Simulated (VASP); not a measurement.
# Ba (P6/mmm) in VASP: further runs

The runs below take Ba through single point, with PBEsol.

Program: VASP 6.6.1. These are calculated values, not measurements. Logs are shortened: lines on timing, memory, paths and dates and some standing lists are left out, and cuts for length are marked.

### Step 1. The cell of the first run

The structure is hexagonal, space group P6/mmm (No. 191). Conventional cell: a = 6.853 Å, b = 6.853 Å, c = 3.830 Å, α = 90.00°, β = 90.00°, γ = 120.00°. Ba (site symmetry -6m2) has 5 Ba at 3.83 to 3.96 Å within 5.0 Å.

### Step 2. Single point, PBEsol

File INCAR:

```
  ALGO = Normal
  EDIFF = 1E-6
  ENCUT = 520
  GGA = PS
  ISIF = 2
  ISMEAR = 1
  LASPH = T
  LCHARG = F
  LREAL = F
  LWAVE = F
  NBANDS = 17
  NELM = 100
  PREC = Accurate
  SIGMA = 0.1
```

File KPOINTS:

```
k-points
0
Gamma
  5 5 7
```

File POSCAR:

```
Ba
1.0
    6.8532500488      0.0000000000      0.0000000000
   -3.4266255142      5.9350888871      0.0000000000
    0.0000000000      0.0000000000      3.8295880559
Ba
2
Direct
    0.3333333333      0.6666666667      0.5000000000
    0.6666666667      0.3333333333      0.5000000000
```

Potentials or basis: VASP PAW PBE potentials, release 64 (Ba_sv).

On the command line:

```bash
> cat potpaw_PBE.64/Ba_sv/POTCAR > POTCAR
> mpirun -np 1 vasp_std > vasp.out
```

OUTCAR:

```text
EDIFF = 1E-6
   ENCUT = 520
   GGA = PS
   ISIF = 2
   ISMEAR = 1
   LASPH = T
   LREAL = F
   NELM = 100
   PREC = Accurate

 ion  position               nearest neighbor table
   1  0.333  0.667  0.500-   2 3.96   2 3.96   2 3.96
   2  0.667  0.333  0.500-   1 3.96   1 3.96   1 3.96

  LATTYP: Found a hexagonal cell.
 ALAT       =     6.8532500488
 C/A-ratio  =     0.5587988223

  Lattice vectors:

 A1 = (   6.8532500488,   0.0000000000,   0.0000000000)
 A2 = (  -3.4266255142,   5.9350888871,   0.0000000000)
 A3 = (   0.0000000000,   0.0000000000,   3.8295880559)

Analysis of symmetry for initial positions (statically):
=====================================================================
 Subroutine PRICEL returns:
 Original cell was already a primitive cell.

 Routine SETGRP: Setting up the symmetry group for a
 hexagonal supercell.

 Subroutine GETGRP returns: Found 24 space group operations
 (whereof 24 operations were pure point group operations)
 out of a pool of 24 trial point group operations.

The static configuration has the point symmetry D_6h.

Analysis of symmetry for dynamics (positions and initial velocities):
=====================================================================
 Subroutine PRICEL returns:
 Original cell was already a primitive cell.

 Routine SETGRP: Setting up the symmetry group for a
 hexagonal supercell.

 Subroutine GETGRP returns: Found 24 space group operations
 (whereof 24 operations were pure point group operations)
 out of a pool of 24 trial point group operations.

The dynamic configuration has the point symmetry D_6h.

 Subroutine INISYM returns: Found 24 space group operations
 (whereof 24 operations are pure point group operations),
 and found     1 'primitive' translations

----------------------------------------------------------------------------------------

                                     Primitive cell

  volume of cell :     155.7671

  direct lattice vectors                    reciprocal lattice vectors
     6.853250049  0.000000000  0.000000000     0.145916170  0.084244749  0.000000000
    -3.426625514  5.935088887  0.000000000     0.000000000  0.168489473  0.000000000
     0.000000000  0.000000000  3.829588056     0.000000000  0.000000000  0.261124692

[... 73 lines left out ...]
   LNONCOLLINEAR =      F non collinear calculations
   LSORBIT =      F    spin-orbit coupling
   LASPH  =      T    aspherical Exc in radial PAW
   ENCUT  =  520.0 eV  38.22 Ry    6.18 a.u.  12.74 12.74  7.12*2*pi/ulx,y,z
   NELM   =    100;   NELMIN=  2; NELMDL= -5     # of ELM steps
   EDIFF  = 0.1E-05   stopping-criterion for ELM
   LREAL  =      F    real-space projection
   EDIFFG = 0.1E-04   stopping-criterion for IOM
   NSW    =      0    number of steps for IOM
   IBRION =     -1    ionic relax: 0-MD 1-quasi-New 2-CG
   NFREE  =      0    steps in history (QN), initial steepest desc. (CG)
   ISIF   =      2    stress and relaxation
   ISYM   =      2    0-nonsym 1-usesym 2-fastsym
   POTIM  = 0.5000    time-step for ionic-motion
   TEBEG  =    0.0;   TEEND  =   0.0 temperature during run
   PSTRESS=    0.0 pullay stress
   NELECT =      20.0000    total number of electrons
   NUPDOWN=      -1.0000    fix difference up-down
   EMIN   =  10.00;   EMAX   =-10.00  energy-range for DOS
   EFERMI =   0.00;   METHOD = LEGACY
   ISMEAR =     1;   SIGMA  =   0.10  broadening in eV -4-tet -1-fermi 0-gaus
   EFERMI_NEDOS =   21; number of points for ismear=-14 and -15
   IALGO  =     38    algorithm
   IMIX   =      4    mixing-type and parameters
     AMIX     =   0.40;   BMIX     =  1.00
     AMIX_MAG =   1.60;   BMIX_MAG =  1.00
  volume/ion in A,a.u.               =      77.88       525.58
  Fermi-wavevector in a.u.,A,eV,Ry     =   0.825898  1.560720  9.280627  0.682107
  Thomas-Fermi vector in A             =   1.937836
   LORBIT       =      0    0 simple, 1 ext, 2 COOP (PROOUT), +10 PAW based schemes
   GGA     = PS    functional components
   LHFCALC =     F    Hartree Fock is set to
   AEXX    =    0.0000 exact exchange contribution
   IVDW    =     0    specifies the selected vdW correction
   LEPSILON=     F    determine dielectric tensor
   LRPA    =     F    only Hartree local field effects (RPA)
 non-spin polarized calculation
 Methfessel and Paxton  Order N= 1 SIGMA  =   0.10
  energy-cutoff  :      520.00
  volume of cell :      155.77
 maximum number of plane-waves:      4214
 NGX is ok and might be reduce to    54
   NGX = 25   NGY = 25   NGZ = 15

 number of electron      19.9999999 magnetization

 Free energy of the ion-electron system (eV)
  ---------------------------------------------------
  ext. energy  EPLUGINS =         0.00000000
  ---------------------------------------------------
  free energy    TOTEN  =        -2.73204738 eV

  energy without entropy =       -2.72931541  energy(sigma->0) =       -2.73113672

 E-fermi :   0.6110     XC(G=0):  -6.6713

 val. band max:        0.5694200883   @ k =   0.4000   0.0000   0.2857
 cond. band min:       0.6236249236   @ k =   0.4000   0.0000   0.1429
 fundamental gap:      0.0542048353
 Fermi energy:         0.6110122723

 k-point     1 :       0.0000    0.0000    0.0000
  band No.  band energies     occupation
      1     -28.6097      2.00000
      2     -28.5218      2.00000
      3     -14.0158      2.00000
      4     -14.0158      2.00000
      5     -13.5491      2.00000
      6     -13.5491      2.00000
[... 377 lines left out ...]
      4     -14.0548      2.00000
      5     -13.9469      2.00000
      6     -13.7440      2.00000
[... 9 lines left out ...]
     16       3.1821      0.00000
     17       3.9788      0.00000

------------------------ aborting loop because EDIFF is reached ----------------------------------------

  FORCE on cell =-STRESS in cart. coord.  units (eV):
  Direction    XX          YY          ZZ          XY          YZ          ZX
  --------------------------------------------------------------------------------------
  -------------------------------------------------------------------------------------
  Total       -0.0263384     -0.0263384     -0.0081507      0.0000000      0.0000000      0.0000000
  in kB       -0.2709098     -0.2709098     -0.0838362      0.0000000      0.0000000      0.0000000
  external PRESSURE =      -0.2085520 kB  Pullay stress =       0.0000000 kB

 VOLUME and BASIS-vectors are now :
 -----------------------------------------------------------------------------
  energy-cutoff  :      520.00
  volume of cell :      155.77
      direct lattice vectors                 reciprocal lattice vectors
     6.853250049  0.000000000  0.000000000     0.145916170  0.084244749  0.000000000
    -3.426625514  5.935088887  0.000000000     0.000000000  0.168489473  0.000000000
     0.000000000  0.000000000  3.829588056     0.000000000  0.000000000  0.261124692

 POSITION                                       TOTAL-FORCE (eV/Angst)
 -----------------------------------------------------------------------------------
     -0.00000      3.95673      1.91479         0.000000      0.000000      0.000000
      3.42662      1.97836      1.91479         0.000000     -0.000000     -0.000000
 -----------------------------------------------------------------------------------
    total drift:                               -0.000000      0.000000     -0.000000

  FREE ENERGIE OF THE ION-ELECTRON SYSTEM (eV)
  ---------------------------------------------------
  free  energy   TOTEN  =        -2.7320473793 eV

  energy  without entropy=       -2.7293154086  energy(sigma->0) =       -2.73113672
```

stdout:

```text
POSCAR found type information on POSCAR Ba
 POSCAR found :  1 types and       2 ions
 scaLAPACK will be used
 -----------------------------------------------------------------------------
|                                                                             |
|                                                                             |
|     You enforced a specific xc type in the INCAR file but a different       |
|     I HOPE YOU KNOW WHAT YOU ARE DOING!                                     |
|                                                                             |
 -----------------------------------------------------------------------------

 LDA part: xc-table for (Slater+PW92), standard interpolation
 POSCAR, INCAR and KPOINTS ok, starting setup
 FFT: planning ... GRIDC
 FFT: planning ... GRID_SOFT
 FFT: planning ... GRID
 WAVECAR not read
 entering main loop
```

Run time: 33 s. Hardware: 1 thread of Intel Xeon Platinum 8488C (Sapphire Rapids), shared host; peak memory 0.27 GiB.

What came out:

```
Free energy            : -2.7320 eV
Pressure               : 0.0 GPa
Band gap on the k mesh : zero (band 10 reaches 1.07 eV, above the bottom of band 11 at 0.28 eV)
```

Caveat: the PAW data sets were made with another functional, which shifts forces and pressure a little; spin-orbit coupling is left out, which moves the levels of the heavy elements.

### Step 3. Single point, PBEsol

This run uses another cell than the first one, of 80.37 Å³/atom, 1.032 times its volume.

File INCAR:

```
SYSTEM = Ba
PREC = Accurate
ENCUT = 520
EDIFF = 1E-6
ISMEAR = 1
SIGMA = 0.1
LREAL = .False.
LASPH = .True.
NELM = 100
ALGO = Normal
ISIF = 2
LWAVE = .False.
LCHARG = .True.
GGA = PS
LELF = .True.
LVHAR = .True.
NBANDS = 17
```

File KPOINTS:

```
regular mesh
0
Gamma
  5 5 7
  0 0 0
```

File POSCAR:

```
Ba
1.0
    6.9253948247      0.0000000000      0.0000000000
   -3.4626979073      5.9975680983      0.0000000000
    0.0000000000      0.0000000000      3.8699024717
Ba
2
Direct
    0.3333333333      0.6666666667      0.5000000000
    0.6666666667      0.3333333333      0.5000000000
```

Potentials or basis: VASP PAW PBE potentials, release 64 (Ba_sv).

On the command line:

```bash
> cat potpaw_PBE.64/Ba_sv/POTCAR > POTCAR
> mpirun -np 1 vasp_std > vasp.out
```

Run time: 37 s. Hardware: 1 thread of Intel Xeon Platinum 8488C (Sapphire Rapids), shared host; peak memory 0.28 GiB.

Results (log left out):

* Free energy: -2.7304 eV
* Pressure: -0.1 GPa
* Band gap on the k mesh: zero (band 10 reaches 1.00 eV, above the bottom of band 11 at 0.23 eV)

Stress tensor (GPa, compression positive):
```
-0.02  0.00  0.00
 0.00 -0.02  0.00
 0.00  0.00 -0.22
```

Levels at points of the mesh, in eV from the Fermi level:
| k point | band 6 | band 7 | band 8 | band 9 | band 10 | band 11 | band 12 | band 13 | band 14 | band 15 |
| --- | --- | --- | --- | --- | --- | --- | --- | --- | --- | --- |
| (0.00, 0.00, 0.00) | -14.20 | -13.94 | -13.85 | -2.24 | 0.08 | 0.28 | 0.76 | 0.76 | 1.05 | 1.05 |

Caveat: the PAW data sets were made with another functional, which shifts forces and pressure a little; spin-orbit coupling is left out, which moves the levels of the heavy elements.
